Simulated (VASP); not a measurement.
The system is Ga4SeS3.

```
Ga S Se
1.0
     3.65366    0.00000    0.00000
    -1.82683    3.16416    0.00000
     0.00000    0.00000   16.00471
Ga S Se
4 3 1
Direct
  0.33333 0.66667 0.17614
  0.66667 0.33333 0.67614
  0.66667 0.33333 0.82386
  0.33333 0.66667 0.32386
  0.33333 0.66667 0.60613
  0.66667 0.33333 0.10613
  0.66667 0.33333 0.39387
  0.33333 0.66667 0.89387
```

* Program: VASP 6.6.1
* Task: relaxation of cell and atoms
* Functional: PBE
* Potentials or basis: VASP PAW PBE potentials, release 64 (Ga_d, S, Se)
* Cutoff: 500 eV
* k mesh: 6 × 6 × 2
* Occupations: gaussian, width 0.1 eV
* Spin: no spin polarisation

At the start: pressure 2.0 GPa; volume 23.13 Å³/atom.

Q: Where does the relaxation end?

A: Over 8 steps the energy falls by 24.7 meV/atom and the volume is 24.11 Å³/atom (+4.2 %); space group P3m1 (No. 156, to 0.1 Å) before and after.

Step by step:
```
step  energy change (eV)  largest force (eV/Å)  pressure (GPa)  volume (Å³)
   1              0.0000                1.2014            2.01       185.03
   2             -0.1774                0.2869           -0.33       192.87
   3             -0.1793                0.1946           -0.14       192.09
   4             -0.1875                0.1532            0.02       191.74
   5             -0.1893                0.1271            0.14       191.47
   6             -0.1926                0.1115            0.04       192.03
   7             -0.1950                0.1053           -0.13       192.90
   8             -0.1973                0.0467            0.03       192.86
```

Final structure:
```
Ga S Se
1.0
     3.68259    0.00000    0.00000
    -1.84130    3.18922    0.00000
     0.00000    0.00000   16.42123
Ga S Se
4 3 1
Direct
  0.33333 0.66667 0.17486
  0.66667 0.33333 0.67200
  0.66667 0.33333 0.82253
  0.33333 0.66667 0.32542
  0.33333 0.66667 0.60732
  0.66667 0.33333 0.11037
  0.66667 0.33333 0.38993
  0.33333 0.66667 0.89757
```

Caveat: this functional lacks dispersion, which binds layers or chains, so the pressure and a relaxed spacing across them are unreliable; the relaxation stopped at a loose force limit of 0.05 eV/Å, so its end isn't a converged minimum.
